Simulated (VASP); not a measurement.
Here is a VASP 6.6.1 calculation.

Contents of INCAR:

```
PREC     = Accurate       # precision mode
ENCUT    = 520            # plane-wave cutoff, eV
EDIFF    = 1E-6           # SCF threshold, eV
ISMEAR   = 0              # smearing method
SIGMA    = 0.013000000000000001 # smearing width, eV
LREAL    = False          # projectors in reciprocal space
LASPH    = True           # aspherical terms in the spheres
NELM     = 80             # most SCF steps
ALGO     = Normal         # electronic algorithm
ISIF     = 2              # what is computed and relaxed
LWAVE    = False          # write WAVECAR
LCHARG   = True           # write CHGCAR
GGA      = PE             # functional
LELF     = True           # ELF
LVHAR    = True         
NBANDS   = 13             # bands
```

Contents of KPOINTS:

```
regular mesh
0
Gamma
  12 12 12
```

The input POSCAR:

```
Ge
1.0
   -1.6084200000      1.6084200000      1.8731800000
    1.6084200000     -1.6084200000      1.8731800000
    1.6084200000      1.6084200000     -1.8731800000
Ge
1
Direct
    0.5000000000      0.5000000000      0.0000000000
```

Potentials or basis: VASP PAW PBE potentials, release 64 (Ge_d).

Command:

```bash
$ cat potpaw_PBE.64/Ge_d/POTCAR > POTCAR
$ mpirun -np 1 vasp_std > vasp.out
```

(1) What does it give for the pressure?

(2) What does it give for the band gap on the k mesh?

Results:

(1) 0.8 GPa.

(2) zero (band 7 reaches 15.11 eV, above the bottom of band 8 at 3.80 eV).
